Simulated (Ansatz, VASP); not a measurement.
## One calculation of C, two programs

File POSCAR:

```
C
1.0
    0.0000000000      2.0629538434      3.6151901162
    1.1910835680      0.0000000000      3.6151901162
    1.1910835680      2.0629538434      0.0000000000
C
2
Direct
    0.1667039277      0.8332960723      0.1667039277
    0.8332960723      0.1667039277      0.8332960723
```

The input INCAR.step1:

```
SYSTEM = C
ALGO = Normal
EDIFF = 1E-4
ENCUT = 520
GGA = PE
ISMEAR = 0
LASPH = .True.
LCHARG = .False.
LREAL = .False.
LWAVE = .True.
NBANDS = 11
NELM = 60
PREC = Accurate
SIGMA = 0.05
```

File INCAR.step2:

```
SYSTEM = C
ALGO = Normal
EDIFF = 1E-7
ENCUT = 520
ISIF = 2
ISMEAR = 0
ISTART = 1
LASPH = .True.
LCHARG = .False.
LMIXTAU = .True.
LREAL = .False.
LWAVE = .False.
METAGGA = R2SCAN
NBANDS = 11
NELM = 60
PREC = Accurate
SIGMA = 0.05
```

The input KPOINTS:

```
k-points
0
Gamma
  14 14 14
  0 0 0
```

Input for Ansatz:

```yaml
crystal:
  lattice:
    - [0.0, 2.0629538434, 3.6151901162]
    - [1.191083568, 0.0, 3.6151901162]
    - [1.191083568, 2.0629538434, 0.0]
  atoms:
    - { symbol: C, position: [0.1667039277, 0.8332960723, 0.1667039277] }
    - { symbol: C, position: [0.8332960723, 0.1667039277, 0.8332960723] }
basis:
  ecutwfc: 500
kpoints:
  mp_grid: { grid: [14, 14, 14] }
hamiltonian:
  xc: r2scan
scf:
  occupations: { method: gaussian, width: 0.05 }
output:
  forces: true
  stress: true
  eigenvalues: true
```

Change from the starting cell: strain -0.030 along x and y, +0.015 along z, atoms carried along.

Alike in both runs: task single point; functional r2SCAN; k mesh 14 × 14 × 14; occupations gaussian, width 0.05 eV; no spin polarisation.

```csv
,VASP,Ansatz
version,VASP 6.6.1,Ansatz 0.2.0
potentials or method,"VASP PAW PBE potentials, release 64 (C), cutoff 520 eV","scalar-relativistic, plane waves, PAW"
valence electrons in the cell,8,8
```

```tsv
	VASP	Ansatz	Ansatz less VASP
gap on the k mesh at the Fermi level (eV)	0.82	0.82	-0.001
least direct gap on the mesh (eV)	0.94	0.94	-0.001
pressure (GPa)	28.2	27.5	-0.67
traceless stress, the component that is largest in VASP (GPa)	-28.74	-27.95	+0.798
rms of the force components (eV/Å)	0.004	0.004	0.0000
```

VASP's potentials were made for PBE, not for r2SCAN. Atom by atom the forces differ by 0.000 eV/Å (rms over components).
